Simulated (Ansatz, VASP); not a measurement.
One calculation of SnSe, two programs

The input INCAR:

```
SYSTEM = SnSe
PREC = Accurate
ENCUT = 520
EDIFF = 1E-6
ISMEAR = 0
SIGMA = 0.05
LREAL = .False.
LASPH = .True.
NELM = 100
ALGO = Normal
ISIF = 2
LWAVE = .False.
LCHARG = .False.
GGA = PE
NBANDS = 50
```

Contents of KPOINTS:

```
Automatic mesh
0
Gamma
  4 6 6
  0 0 0
```

POSCAR

```
SnSe
1.0
   12.3249028026      0.0000000000      0.0000000000
    0.0000000000      4.2070054080      0.0000000000
    0.0000000000      0.0000000000      4.5671013721
Sn Se
4 4
Direct
    0.1214769848      0.2500000000      0.1164645414
    0.8785230152      0.7500000000      0.8835354586
    0.3785230152      0.7500000000      0.6164645414
    0.6214769848      0.2500000000      0.3835354586
    0.8548816258      0.2500000000      0.4763342523
    0.1451183742      0.7500000000      0.5236657477
    0.6451183742      0.7500000000      0.9763342523
    0.3548816258      0.2500000000      0.0236657477
```

Input for Ansatz:

```yaml
crystal:
  lattice:
    - [12.3249028026, 0.0, 0.0]
    - [0.0, 4.207005408, 0.0]
    - [0.0, 0.0, 4.5671013721]
  atoms:
    - { symbol: Sn, position: [0.1214769848, 0.25, 0.1164645414] }
    - { symbol: Sn, position: [0.8785230152, 0.75, 0.8835354586] }
    - { symbol: Sn, position: [0.3785230152, 0.75, 0.6164645414] }
    - { symbol: Sn, position: [0.6214769848, 0.25, 0.3835354586] }
    - { symbol: Se, position: [0.8548816258, 0.25, 0.4763342523] }
    - { symbol: Se, position: [0.1451183742, 0.75, 0.5236657477] }
    - { symbol: Se, position: [0.6451183742, 0.75, 0.9763342523] }
    - { symbol: Se, position: [0.3548816258, 0.25, 0.0236657477] }
basis:
  ecutwfc: 420
kpoints:
  mp_grid: { grid: [4, 6, 6] }
hamiltonian:
  xc: pbe
scf:
  occupations: { method: gaussian, width: 0.05 }
output:
  forces: true
  stress: true
  eigenvalues: true
```

Change from the starting cell: strain +0.0450 x Voigt [1, 0, 0, 0, 0, 0], atoms carried along.

Alike in both runs: task single point; functional PBE; k mesh 4 × 6 × 6; occupations gaussian, width 0.05 eV; no spin polarisation.

```csv
,VASP,Ansatz
version,VASP 6.6.1,Ansatz 0.2.0
potentials or method,"VASP PAW PBE potentials, release 64 (Sn_d, Se), cutoff 520 eV","scalar-relativistic, plane waves, PAW"
valence electrons in the cell,80,120
```

```csv
,VASP,Ansatz,Ansatz less VASP
gap on the k mesh at the Fermi level (eV),0.67,0.67,+0.008
least direct gap on the mesh (eV),0.96,0.97,+0.007
pressure (GPa),-1.7,-1.7,-0.02
"traceless stress, the component that is largest in VASP (GPa)",-1.85,-1.85,+0.003
rms of the force components (eV/Å),0.161,0.165,+0.0041
```

Atom by atom the forces differ by 0.007 eV/Å (rms over components). VASP's potentials hold 80 valence electrons a cell and Ansatz's 120, so a difference there can come from the potentials and not from the codes.
